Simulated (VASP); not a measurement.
Write the native input for VASP 6.6.1 that does the following.

| Item | Value |
| --- | --- |
| Task | single point |
| Functional | PBEsol |
| Potentials or basis | VASP PAW PBE potentials, release 64 (Ta_pv) |
| Cutoff | 520 eV |
| k mesh | 22 × 22 × 22 |
| Occupations | gaussian, width 0.15 eV |
| Spin | no spin polarisation |
| Dipole correction | no |
| Further INCAR settings | ALGO = Fast; EDIFF = 1e-07; NBANDS = 12 |

The structure of Ta lies in POSCAR:

```
Ta
1.0
   -1.7463270372      1.7463270372      1.6205914906
    1.7463270372     -1.7463270372      1.6205914906
    1.7463270372      1.7463270372     -1.6205914906
Ta
1
Direct
    0.0000000000      0.0000000000      0.0000000000
```

One way to write it, as run:

INCAR

```
SYSTEM = Ta
ALGO     = Fast           ! electronic algorithm
EDIFF    = 1E-7           ! SCF threshold, eV
ENCUT    = 520            ! plane-wave cutoff, eV
GGA      = PS             ! functional
ISIF     = 2              ! what is computed and relaxed
ISMEAR   = 0              ! smearing method
LASPH    = .True.         ! aspherical terms in the spheres
LCHARG   = .False.        ! write CHGCAR
LREAL    = .False.        ! projectors in reciprocal space
LWAVE    = .False.        ! write WAVECAR
NBANDS   = 12             ! bands
NELM     = 80             ! most SCF steps
PREC     = Accurate       ! precision mode
SIGMA    = 0.15           ! smearing width, eV
```

KPOINTS

```
k-points
0
Gamma
  22 22 22
  0 0 0
```

Potentials or basis: VASP PAW PBE potentials, release 64 (Ta_pv).

Command:

```bash
$ cat potpaw_PBE.64/Ta_pv/POTCAR > POTCAR
$ mpirun -np 1 vasp_std > vasp.out
```

It gave:

- Pressure: -18.4 GPa
- Band gap on the k mesh: zero (an odd number of electrons rules out a gap without spin polarisation)

Caveat: the cell stands under tension; the PAW data sets were made with another functional, which shifts forces and pressure a little; spin-orbit coupling is left out, which moves the levels of the heavy elements.

Wall time 68 s on 1 thread of Intel(R) Xeon(R) 6975P-C (Granite Rapids), on a shared host, peak memory 0.3 GiB.
